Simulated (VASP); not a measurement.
# AlN (P6_3mc) in VASP: vibrations by perturbation theory with PBEsol

Aim: the vibrations by perturbation theory of AlN with PBEsol.

All numbers are computed with VASP 6.6.1; they aren't measurements. Logs are shortened: lines on timing, memory, paths and dates and some standing lists are left out, and cuts for length are marked.

### Step 1. The cell of the first run

It takes space group P6_3mc (No. 186, hexagonal). Conventional cell: a = 3.114 Å, b = 3.114 Å, c = 4.983 Å, α = 90.00°, β = 90.00°, γ = 120.00°. Within 2.5 Å of Al (site symmetry 3m) lie 4 N at 1.89 to 1.90 Å. Within 2.5 Å of N (site symmetry 3m) lie 4 Al at 1.89 to 1.90 Å.

### Step 2. Vibrations by perturbation theory, PBEsol

INCAR reads:

```
  ALGO = Normal
  EDIFF = 1E-8
  ENCUT = 520
  GGA = PS
  IBRION = 8
  ISIF = 2
  ISMEAR = 0
  LASPH = True
  LCHARG = False
  LEPSILON = True
  LREAL = False
  LWAVE = False
  NELM = 100
  NSW = 1
  PREC = Accurate
  SIGMA = 0.01
```

KPOINTS reads:

```
k-points
0
Gamma
  12 12 6
```

POSCAR reads:

```
AlN
1.0
    3.1137914568      0.0000000000      0.0000000000
   -1.5568957284      2.6966225037      0.0000000000
    0.0000000000      0.0000000000      4.9834931641
Al N
2 2
Direct
    0.3333333333      0.6666666667     -0.0009939505
    0.6666666667      0.3333333333      0.4990060495
    0.3333333333      0.6666666667      0.3809939505
    0.6666666667      0.3333333333      0.8809939505
```

Potentials or basis: VASP PAW PBE potentials, release 64 (Al, N).

The run is started by

```bash
cat potpaw_PBE.64/Al/POTCAR potpaw_PBE.64/N/POTCAR > POTCAR
mpirun -np 1 vasp_std > vasp.out
```

OUTCAR:

```text
EDIFF = 1E-8
   ENCUT = 520
   GGA = PS
   IBRION = 8
   ISIF = 2
   ISMEAR = 0
   LASPH = True
   LEPSILON = True
   LREAL = False
   NELM = 100
   NSW = 1
   PREC = Accurate

 ion  position               nearest neighbor table
   1  0.333  0.667  0.999-   4 1.89   4 1.89   4 1.89   3 1.90   2 3.07   2 3.07   2 3.07   2 3.07
                             2 3.07   2 3.07
   2  0.667  0.333  0.499-   3 1.89   3 1.89   3 1.89   4 1.90   1 3.07   1 3.07   1 3.07   1 3.07
                             1 3.07   1 3.07
   3  0.333  0.667  0.381-   2 1.89   2 1.89   2 1.89   1 1.90
   4  0.667  0.333  0.881-   1 1.89   1 1.89   1 1.89   2 1.90

  LATTYP: Found a hexagonal cell.
 ALAT       =     3.1137914568
 C/A-ratio  =     1.6004582302

  Lattice vectors:

 A1 = (   3.1137914568,   0.0000000000,   0.0000000000)
 A2 = (  -1.5568957284,   2.6966225037,   0.0000000000)
 A3 = (   0.0000000000,   0.0000000000,   4.9834931641)

Analysis of symmetry for initial positions (statically):
=====================================================================
 Subroutine PRICEL returns:
 Original cell was already a primitive cell.

 Routine SETGRP: Setting up the symmetry group for a
 hexagonal supercell.

 Subroutine GETGRP returns: Found 12 space group operations
 (whereof  6 operations were pure point group operations)
 out of a pool of 24 trial point group operations.

The static configuration has the point symmetry C_3v.
 The point group associated with its full space group is C_6v.

Analysis of symmetry for dynamics (positions and initial velocities):
=====================================================================
 Subroutine PRICEL returns:
 Original cell was already a primitive cell.

 Routine SETGRP: Setting up the symmetry group for a
 hexagonal supercell.

 Subroutine GETGRP returns: Found 12 space group operations
 (whereof  6 operations were pure point group operations)
 out of a pool of 24 trial point group operations.

The dynamic configuration has the point symmetry C_3v.
 The point group associated with its full space group is C_6v.

 Subroutine INISYM returns: Found 12 space group operations
 (whereof  6 operations are pure point group operations),
 and found     1 'primitive' translations

----------------------------------------------------------------------------------------

                                     Primitive cell

  volume of cell :      41.8450

  direct lattice vectors                    reciprocal lattice vectors
     3.113791457  0.000000000  0.000000000     0.321151886  0.185417128  0.000000000
    -1.556895728  2.696622504  0.000000000     0.000000000  0.370834256  0.000000000
     0.000000000  0.000000000  4.983493164     0.000000000  0.000000000  0.200662460

  length of vectors
     3.113791457  3.113791457  4.983493164     0.370834256  0.370834256  0.200662460

  position of ions in fractional coordinates (direct lattice)
     0.333333333  0.666666667  0.999006049
     0.666666667  0.333333333  0.499006049
     0.333333333  0.666666667  0.380993950
     0.666666667  0.333333333  0.880993950

  ion indices of the primitive-cell ions
   primitive index   ion index
                 1           1
                 2           2
                 3           3
[... 555 lines left out ...]
--------------------------------------- Ionic step       10  -------------------------------------------

------------------------ aborting loop because EDIFF is reached ----------------------------------------

[... ionic steps 11 to 11 ...]

--------------------------------------- Ionic step       12  -------------------------------------------

 Free energy of the ion-electron system (eV)
  ---------------------------------------------------
  ---------------------------------------------------
  free energy    TOTEN  =        -0.25275755 eV

  energy without entropy =       -0.25275755

------------------------ aborting loop because EDIFF is reached ----------------------------------------

 INTERNAL STRAIN TENSOR  FOR ION    3  DIRECTION 3   (eV/Angst):
 -----------------------------------------------------------------------------
     5.59851 -0.00000  0.00000
     0.00000  5.59851 -0.00000
     0.00000  0.00000-12.40199

 MACROSCOPIC STATIC DIELECTRIC TENSOR (including local field effects in DFT)
 ------------------------------------------------------
           4.486127    -0.000000     0.000000
           0.000000     4.486127     0.000000
          -0.000000     0.000000     4.719064
 ------------------------------------------------------

 PIEZOELECTRIC TENSOR (including local field effects)  for field in x, y, z        (e  Angst)
          XX          YY          ZZ          XY          YZ          ZX
  --------------------------------------------------------------------------------
  x     0.00000    -0.00000    -0.00000     0.00000     0.00000     0.87149
  y    -0.00000    -0.00000     0.00000     0.00000     0.87149     0.00000
  z     0.67180     0.67180    -1.01423     0.00000     0.00000     0.00000

 PIEZOELECTRIC TENSOR (including local field effects)  for field in x, y, z        (C/m^2)
          XX          YY          ZZ          XY          YZ          ZX
  --------------------------------------------------------------------------------
  x     0.00000    -0.00000    -0.00000     0.00000     0.00000     0.33368
  y    -0.00000    -0.00000     0.00000     0.00000     0.33368     0.00000
  z     0.25722     0.25722    -0.38833     0.00000     0.00000     0.00000

 BORN EFFECTIVE CHARGES (including local field effects) (in |e|, cummulative output)
 ---------------------------------------------------------------------------------
 ion    1
    1     2.51181     0.00000     0.00000
    2     0.00000     2.51181     0.00000
    3     0.00000     0.00000     2.67613
 ion    2
    1     2.51181    -0.00000     0.00000
    2     0.00000     2.51181     0.00000
    3     0.00000     0.00000     2.67613
 ion    3
    1    -2.51181     0.00000     0.00000
    2     0.00000    -2.51181     0.00000
    3    -0.00000     0.00000    -2.67613
 ion    4
    1    -2.51181     0.00000     0.00000
    2     0.00000    -2.51181     0.00000
    3     0.00000     0.00000    -2.67613

 INTERNAL STRAIN TENSOR FOR ION    4 for displacements in x,y,z  (eV/Angst):
          X           Y           Z          XY          YZ          ZX
  --------------------------------------------------------------------------------
  x     0.00000     0.00000     0.00000    10.62558    -0.00000     5.34480
  y    10.62558   -10.62558     0.00000     0.00000     5.38436     0.00000
  z     5.59851     5.59851   -12.40199    -0.00000     0.00000     0.00000

 SECOND DERIVATIVES (NOT SYMMETRIZED)
 ------------------------------------
               1X          1Y          1Z          2X          2Y          2Z          3X          3Y          3Z          4X          4Y          4Z
  1X   -15.681388    0.000000   -0.000000    0.665415    0.000000    0.000000    1.438415   -0.000000    0.000000   13.577558    0.000000    0.000000
  1Y    -0.000000  -15.681388    0.000000    0.000000    0.665415    0.000000    0.000000    1.438415    0.000000   -0.000000   13.577558    0.000000
  1Z     0.000000    0.000000  -20.879559    0.000000   -0.000000    8.328902    0.000000   -0.000000    6.402211    0.000000    0.000000    6.148446
  2X     0.665415    0.000000    0.000000  -15.681388    0.000000    0.000000   13.577558    0.000000   -0.000000    1.438415    0.000000    0.000000
  2Y     0.000000    0.665415    0.000000    0.000000  -15.681388   -0.000000    0.000000   13.577558    0.000000    0.000000    1.438415   -0.000000
  2Z     0.000000    0.000000    8.328902    0.000000    0.000000  -20.879559   -0.000000    0.000000    6.148446    0.000000    0.000000    6.402211
  3X     1.438172    0.000000   -0.000000   13.577491   -0.000000    0.000000  -15.726921    0.000000    0.000000    0.711258    0.000000   -0.000000
  3Y     0.000000    1.438172    0.000000    0.000000   13.577491    0.000000    0.000000  -15.726921    0.000000   -0.000000    0.711258    0.000000
  3Z    -0.000000    0.000000    6.374131    0.000000    0.000000    6.172000   -0.000000    0.000000  -19.463482    0.000000   -0.000000    6.917352
  4X    13.577491   -0.000000    0.000000    1.438172    0.000000    0.000000    0.711258    0.000000    0.000000  -15.726921    0.000000    0.000000
  4Y     0.000000   13.577491    0.000000    0.000000    1.438172   -0.000000    0.000000    0.711258    0.000000   -0.000000  -15.726921    0.000000
  4Z    -0.000000    0.000000    6.172000    0.000000    0.000000    6.374131    0.000000    0.000000    6.917352    0.000000    0.000000  -19.463482

 Eigenvectors and eigenvalues of the dynamical matrix
 ----------------------------------------------------

   1 f  =   21.460272 THz   134.838868 2PiTHz  715.837636 cm-1    88.752515 meV
             X         Y         Z           dx          dy          dz
     -0.000000  1.797748  4.978540     0.000000    0.000000    0.010342
      1.556896  0.898874  2.486793     0.000000    0.000000   -0.010342
     -0.000000  1.797748  1.898681    -0.000000   -0.000000   -0.707031
      1.556896  0.898874  4.390427    -0.000000   -0.000000    0.707031
[... 71 lines left out ...]
  12 f/i=    0.001560 THz     0.009803 2PiTHz    0.052041 cm-1     0.006452 meV
             X         Y         Z           dx          dy          dz
     -0.000000  1.797748  4.978540    -0.000000    0.000000   -0.573708
      1.556896  0.898874  2.486793    -0.000000    0.000000   -0.573708
     -0.000000  1.797748  1.898681    -0.000000    0.000000   -0.413352
      1.556896  0.898874  4.390427    -0.000000    0.000000   -0.413352

--------------------------------------------------------------------------------------------------------

 MACROSCOPIC STATIC DIELECTRIC TENSOR IONIC CONTRIBUTION
 ------------------------------------------------------
           3.633924    -0.000000     0.000000
          -0.000000     3.633924     0.000000
           0.000000     0.000000     4.936023
 ------------------------------------------------------

 ELASTIC MODULI CONTR FROM IONIC RELAXATION (kBar)
 Direction    XX          YY          ZZ          XY          YZ          ZX
 --------------------------------------------------------------------------------
 XX        -723.9198    340.5930    424.5868      0.0000      0.0000     -0.0000
 YY         340.5930   -723.9198    424.5868     -0.0000     -0.0000      0.0000
 ZZ         424.5868    424.5868   -940.5757      0.0000      0.0000      0.0000
 XY           0.0000     -0.0000      0.0000   -532.2564     -0.0000      0.0000
 YZ           0.0000     -0.0000      0.0000     -0.0000   -134.8165      0.0000
 ZX          -0.0000      0.0000      0.0000      0.0000      0.0000   -142.8973
 --------------------------------------------------------------------------------

 PIEZOELECTRIC TENSOR IONIC CONTR  for field in x, y, z        (C/m^2)
          XX          YY          ZZ          XY          YZ          ZX
  --------------------------------------------------------------------------------
  x    -0.00000     0.00000     0.00000     0.00000     0.00000    -0.67807
  y     0.00000    -0.00000     0.00000    -0.00000    -0.65862     0.00000
  z    -0.91523    -0.91523     2.02749    -0.00000    -0.00000    -0.00000
```

Run time: 8.4 min. Hardware: 1 thread of Intel Xeon Platinum 8488C (Sapphire Rapids), shared host; peak memory 0.57 GiB.

Results:

- Electronic dielectric tensor (diagonal): 4.49, 4.49, 4.72
- Born charges (mean of the diagonal): Al +2.57; N -2.57 e
- Highest phonon frequency at Γ, LO-TO splitting left out: 716 cm⁻¹

Phonon frequencies in cm⁻¹ (negative: imaginary):
| q point | frequencies |
| --- | --- |
| (0.000, 0.000, 0.000) | 0 0 0 235 235 543 608 655 655 666 666 716 |

Electronic dielectric tensor:
```
4.49 0.00 0.00
0.00 4.49 0.00
0.00 0.00 4.72
```

Born effective charge tensors (e):
atom 1, Al
```
2.51 0.00 0.00
0.00 2.51 0.00
0.00 0.00 2.68
```
atom 2, Al
```
2.51 0.00 0.00
0.00 2.51 0.00
0.00 0.00 2.68
```
atom 3, N
```
-2.51  0.00  0.00
 0.00 -2.51  0.00
 0.00  0.00 -2.68
```
atom 4, N
```
-2.51  0.00  0.00
 0.00 -2.51  0.00
 0.00  0.00 -2.68
```
